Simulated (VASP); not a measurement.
# Gd (P6_3/mmc) in VASP: notebook, part 2 of 2

VASP 6.6.1.

## Step 3: Single point, LDA, collinear spin, ferromagnetic start

INCAR reads:

```
SYSTEM = Gd
PREC = Accurate ; ENCUT = 520
EDIFF = 1E-6 ; ISMEAR = 0
SIGMA = 0.2 ; LREAL = .False.
LASPH = .True. ; NELM = 150
ALGO = Normal ; ISIF = 2
LWAVE = .False. ; LCHARG = .False.
ISPIN = 2 ; MAGMOM = 7.214 7.214
LORBIT = 11 ; LMAXMIX = 6
GGA = CA ; NBANDS = 29
```

KPOINTS reads:

```
regular mesh
0
Gamma
  10 10 6
  0 0 0
```

POSCAR reads:

```
Gd
1.0
    3.4841536640      0.0000000000      0.0000000000
   -1.7420768320      3.0173655837      0.0000000000
    0.0000000000      0.0000000000      5.5867162136
Gd
2
Direct
    0.3333333333      0.6666666667      0.2500000000
    0.6666666667      0.3333333333      0.7500000000
```

Potentials or basis: VASP PAW PBE potentials, release 64 (Gd).

Started as:

```bash
$ cat potpaw_PBE.64/Gd/POTCAR > POTCAR
$ mpirun -np 1 vasp_std > vasp.out
```

OUTCAR:

```text
SYSTEM = Gd
   PREC = Accurate
   ENCUT = 520
   EDIFF = 1E-6
   ISMEAR = 0
   LREAL = .False.
   LASPH = .True.
   NELM = 150
   ISIF = 2
   ISPIN = 2
   LORBIT = 11
   GGA = CA

 ion  position               nearest neighbor table
   1  0.333  0.667  0.250-   2 3.44   2 3.44   2 3.44   2 3.44   2 3.44   2 3.44
   2  0.667  0.333  0.750-   1 3.44   1 3.44   1 3.44   1 3.44   1 3.44   1 3.44

  LATTYP: Found a hexagonal cell.
 ALAT       =     3.4841536640
 C/A-ratio  =     1.6034643567

  Lattice vectors:

 A1 = (   3.4841536640,   0.0000000000,   0.0000000000)
 A2 = (  -1.7420768320,   3.0173655837,   0.0000000000)
 A3 = (   0.0000000000,   0.0000000000,   5.5867162136)

Analysis of symmetry for initial positions (statically):
=====================================================================
 Subroutine PRICEL returns:
 Original cell was already a primitive cell.

 Routine SETGRP: Setting up the symmetry group for a
 hexagonal supercell.

 Subroutine GETGRP returns: Found 24 space group operations
 (whereof 12 operations were pure point group operations)
 out of a pool of 24 trial point group operations.

The static configuration has the point symmetry D_3d.
 The point group associated with its full space group is D_6h.

Analysis of symmetry for dynamics (positions and initial velocities):
=====================================================================
 Subroutine PRICEL returns:
 Original cell was already a primitive cell.

 Routine SETGRP: Setting up the symmetry group for a
 hexagonal supercell.

 Subroutine GETGRP returns: Found 24 space group operations
 (whereof 12 operations were pure point group operations)
 out of a pool of 24 trial point group operations.

The dynamic configuration has the point symmetry D_3d.
 The point group associated with its full space group is D_6h.

Analysis of structural, dynamic, and magnetic symmetry:
=====================================================================
 Subroutine PRICEL returns:
 Original cell was already a primitive cell.

 Routine SETGRP: Setting up the symmetry group for a
 hexagonal supercell.

 Subroutine GETGRP returns: Found 24 space group operations
 (whereof 12 operations were pure point group operations)
 out of a pool of 24 trial point group operations.

The overall configuration has the point symmetry D_3d.
 The point group associated with its full space group is D_6h.

 Subroutine INISYM returns: Found 24 space group operations
 (whereof 12 operations are pure point group operations),
 and found     1 'primitive' translations

----------------------------------------------------------------------------------------

                                     Primitive cell

  volume of cell :      58.7330

  direct lattice vectors                    reciprocal lattice vectors
     3.484153664  0.000000000  0.000000000     0.287013748  0.165707464  0.000000000
    -1.742076832  3.017365584  0.000000000     0.000000000  0.331414929  0.000000000
     0.000000000  0.000000000  5.586716214     0.000000000  0.000000000  0.178996026

  length of vectors
[... 75 lines left out ...]
   ICHARG =      2    charge: 1-file 2-atom 10-const
   ISPIN  =      2    spin polarized calculation?
   LNONCOLLINEAR =      F non collinear calculations
   LSORBIT =      F    spin-orbit coupling
   LASPH  =      T    aspherical Exc in radial PAW
   ENCUT  =  520.0 eV  38.22 Ry    6.18 a.u.   6.48  6.48 10.39*2*pi/ulx,y,z
   NELM   =    150;   NELMIN=  2; NELMDL= -5     # of ELM steps
   EDIFF  = 0.1E-05   stopping-criterion for ELM
   LREAL  =      F    real-space projection
   EDIFFG = 0.1E-04   stopping-criterion for IOM
   NSW    =      0    number of steps for IOM
   IBRION =     -1    ionic relax: 0-MD 1-quasi-New 2-CG
   NFREE  =      0    steps in history (QN), initial steepest desc. (CG)
   ISIF   =      2    stress and relaxation
   ISYM   =      2    0-nonsym 1-usesym 2-fastsym
   POTIM  = 0.5000    time-step for ionic-motion
   TEBEG  =    0.0;   TEEND  =   0.0 temperature during run
   PSTRESS=    0.0 pullay stress
   NELECT =      36.0000    total number of electrons
   NUPDOWN=      -1.0000    fix difference up-down
   EMIN   =  10.00;   EMAX   =-10.00  energy-range for DOS
   EFERMI =   0.00;   METHOD = LEGACY
   ISMEAR =     0;   SIGMA  =   0.20  broadening in eV -4-tet -1-fermi 0-gaus
   EFERMI_NEDOS =   21; number of points for ismear=-14 and -15
   IALGO  =     38    algorithm
   IMIX   =      4    mixing-type and parameters
     AMIX     =   0.40;   BMIX     =  1.00
     AMIX_MAG =   1.60;   BMIX_MAG =  1.00
  volume/ion in A,a.u.               =      29.37       198.17
  Fermi-wavevector in a.u.,A,eV,Ry     =   1.390641  2.627931 26.312070  1.933883
  Thomas-Fermi vector in A             =   2.514557
   LORBIT       =     11    0 simple, 1 ext, 2 COOP (PROOUT), +10 PAW based schemes
   GGA     = CA    functional components
   LHFCALC =     F    Hartree Fock is set to
   AEXX    =    0.0000 exact exchange contribution
   IVDW    =     0    specifies the selected vdW correction
   LEPSILON=     F    determine dielectric tensor
   LRPA    =     F    only Hartree local field effects (RPA)
 spin polarized calculation
 Gauss-broadening in eV      SIGMA  =   0.20
  energy-cutoff  :      520.00
  volume of cell :       58.73
 maximum number of plane-waves:      1605
 NGX is ok and might be reduce to    28
   NGX = 13   NGY = 13   NGZ = 21

 number of electron      35.9999989 magnetization      14.5895061

 Free energy of the ion-electron system (eV)
  ---------------------------------------------------
  ext. energy  EPLUGINS =         0.00000000
  ---------------------------------------------------
  free energy    TOTEN  =       -23.38250666 eV

  energy without entropy =      -23.29171921  energy(sigma->0) =      -23.33711293

 E-fermi :   3.2272     XC(G=0): -10.7975

 val. band max:        3.2268521486   @ k =   0.4000   0.2000   0.0000
 cond. band min:       3.2369834615   @ k =   0.2000   0.0000   0.1667
 fundamental gap:      0.0101313129
 Fermi energy:         3.2272240286

 spin component 1

 k-point     1 :       0.0000    0.0000    0.0000
  band No.  band energies     occupation
      1     -41.3241      1.00000
      2     -41.2064      1.00000
      3     -19.4693      1.00000
      4     -18.5609      1.00000
      5     -18.5609      1.00000
      6     -18.4111      1.00000
[... 757 lines left out ...]
     28       4.9793      0.00000
     29       5.3238      0.00000

 [... further k-points ...]

 spin component 2

 k-point     1 :       0.0000    0.0000    0.0000
  band No.  band energies     occupation
      1     -38.4569      1.00000
      2     -38.3121      1.00000
      3     -17.4614      1.00000
      4     -16.3687      1.00000
      5     -16.3687      1.00000
      6     -16.1932      1.00000
[... 757 lines left out ...]
     28       5.9999      0.00000
     29       6.3107      0.00000

 [... further k-points ...]

------------------------ aborting loop because EDIFF is reached ----------------------------------------

  FORCE on cell =-STRESS in cart. coord.  units (eV):
  Direction    XX          YY          ZZ          XY          YZ          ZX
  --------------------------------------------------------------------------------------
  -------------------------------------------------------------------------------------
  Total        0.0211995      0.0211995     -0.0241846      0.0000000      0.0000000      0.0000000
  in kB        0.5783003      0.5783003     -0.6597317      0.0000000      0.0000000      0.0000000
  external PRESSURE =       0.1656229 kB  Pullay stress =       0.0000000 kB

 VOLUME and BASIS-vectors are now :
 -----------------------------------------------------------------------------
  energy-cutoff  :      520.00
  volume of cell :       58.73
      direct lattice vectors                 reciprocal lattice vectors
     3.484153664  0.000000000  0.000000000     0.287013748  0.165707464  0.000000000
    -1.742076832  3.017365584  0.000000000     0.000000000  0.331414929  0.000000000
     0.000000000  0.000000000  5.586716214     0.000000000  0.000000000  0.178996026

 POSITION                                       TOTAL-FORCE (eV/Angst)
 -----------------------------------------------------------------------------------
     -0.00000      2.01158      1.39668        -0.000000      0.000000      0.000000
      1.74208      1.00579      4.19004         0.000000     -0.000000      0.000000
 -----------------------------------------------------------------------------------
    total drift:                                0.000000     -0.000000      0.000000

  FREE ENERGIE OF THE ION-ELECTRON SYSTEM (eV)
  ---------------------------------------------------
  free  energy   TOTEN  =       -23.3825066634 eV

  energy  without entropy=      -23.2917192061  energy(sigma->0) =      -23.33711293

 total charge

# of ion       s       p       d       f       tot
--------------------------------------------------
    1        2.079   5.521   0.632   7.025  15.257
    2        2.079   5.521   0.632   7.025  15.257
--------------------------------------------------
tot          4.158  11.042   1.265  14.049  30.515

 magnetization (x)

# of ion       s       p       d       f       tot
--------------------------------------------------
    1        0.006  -0.036   0.158   6.748   6.875
    2        0.006  -0.036   0.158   6.748   6.875
--------------------------------------------------
tot          0.012  -0.073   0.315  13.496  13.750
```

Wall time 3.2 min (1 thread of Intel Xeon 6975P-C (Granite Rapids), shared host); peak memory 0.27 GiB.

What came out:

```
Free energy                                           : -23.3825 eV
Pressure                                              : 0.0 GPa
Net moment                                            : 14.59 μB per cell
Site moments                                          : Gd +6.88 μB
Valence electrons inside the program's atomic spheres : Gd 15.26
```

Stress tensor (GPa, compression positive):
```
 0.06  0.00  0.00
 0.00  0.06  0.00
 0.00  0.00 -0.07
```

Caveat: the PAW data sets were made with another functional, which shifts forces and pressure a little; spin-orbit coupling is left out, which moves the levels of the heavy elements; semilocal functionals describe open f shells poorly, which spoils levels, moments and volumes.

## Step 4: Single point, LDA, collinear spin, ferromagnetic start

INCAR reads:

```
PREC     = Accurate       # precision mode
ENCUT    = 520            # plane-wave cutoff, eV
EDIFF    = 1E-7           # SCF threshold, eV
ISMEAR   = 0              # smearing method
SIGMA    = 0.3            # smearing width, eV
LREAL    = False          # projectors in reciprocal space
LASPH    = True           # aspherical terms in the spheres
NELM     = 150            # most SCF steps
ALGO     = Normal         # electronic algorithm
ISIF     = 2              # what is computed and relaxed
LWAVE    = False          # write WAVECAR
LCHARG   = False          # write CHGCAR
ISPIN    = 2              # spin polarisation
MAGMOM   = 7.214 7.214    # initial moments
LORBIT   = 11             # projections on sites
LMAXMIX  = 6              # l up to which the mixer works
GGA      = CA             # functional
NBANDS   = 29             # bands
```

KPOINTS reads:

```
Automatic mesh
0
Gamma
  10 10 6
```

POSCAR is that of step 3.

Started as:

```bash
$ cat potpaw_PBE.64/Gd/POTCAR > POTCAR
$ mpirun -np 1 vasp_std > vasp.out
```

It took 4.1 min on 1 thread of Intel Xeon 6975P-C (Granite Rapids), shared host; peak memory 0.27 GiB.

The run converged. Its results:

* Free energy: -23.4381 eV
* Pressure: 0.2 GPa
* Net moment: 14.53 μB per cell
* Site moments: Gd +6.85 μB
* Valence electrons inside the program's atomic spheres: Gd 15.26

Stress tensor (GPa, compression positive):
```
0.28 0.00 0.00
0.00 0.28 0.00
0.00 0.00 0.09
```

Levels at points of the mesh, in eV from the Fermi level:
Spin up:
| k point | band 21 | band 22 | band 23 | band 24 | band 25 | band 26 | band 27 | band 28 | band 29 |
| --- | --- | --- | --- | --- | --- | --- | --- | --- | --- |
| (0.00, 0.00, 0.00) | -4.04 | -4.01 | -4.00 | -2.49 | 1.53 | 1.53 | 1.67 | 1.79 | 2.25 |
| (0.50, 0.00, 0.00) | -4.03 | -4.01 | -1.97 | -1.90 | -1.40 | 0.52 | 1.25 | 1.46 | 2.12 |
| (0.00, 0.00, 0.50) | -4.00 | -4.00 | -3.37 | -3.37 | 0.73 | 0.73 | 1.44 | 1.44 | 1.44 |
| (0.50, 0.00, 0.50) | -4.04 | -4.04 | -2.24 | -2.24 | -0.39 | -0.39 | 2.23 | 2.23 | 2.99 |
Spin down:
```csv
k point,band 8,band 9,band 10,band 11,band 12,band 13
"(0.00, 0.00, 0.00)",-19.37,-4.36,-1.80,0.39,0.45,0.51
"(0.50, 0.00, 0.00)",-19.54,-1.26,-1.24,-0.80,0.45,0.53
"(0.00, 0.00, 0.50)",-19.49,-2.66,-2.66,0.27,0.27,0.55
"(0.50, 0.00, 0.50)",-19.70,-1.60,-1.60,0.07,0.07,0.58
```

Caveat: so wide a smearing shifts energies and pressures; the PAW data sets were made with another functional, which shifts forces and pressure a little; spin-orbit coupling is left out, which moves the levels of the heavy elements; semilocal functionals describe open f shells poorly, which spoils levels, moments and volumes. The state reached can hang on the start; a lower one may exist.

## Step 5: The runs side by side

| smearing | gap on the mesh (eV) | pressure (GPa) | moment (μB) |
| --- | --- | --- | --- |
| gaussian 0.1 eV | none | 0.0 | 14.65 |
| gaussian 0.2 eV | none | 0.0 | 14.59 |
| gaussian 0.3 eV | none | 0.2 | 14.53 |

Alike in all rows: task single point; level LDA; potentials or basis VASP PAW PBE potentials, release 64 (Gd); spin collinear, ferromagnetic start; cell as given; k mesh 10 × 10 × 6; cutoff (eV) 520.

Caveats: the PAW data sets were made with another functional, which shifts forces and pressure a little; spin-orbit coupling is left out, which moves the levels of the heavy elements; semilocal functionals describe open f shells poorly, which spoils levels, moments and volumes; so wide a smearing shifts energies and pressures (at least some runs).

Absolute energies hang on the potentials; compare differences alone.
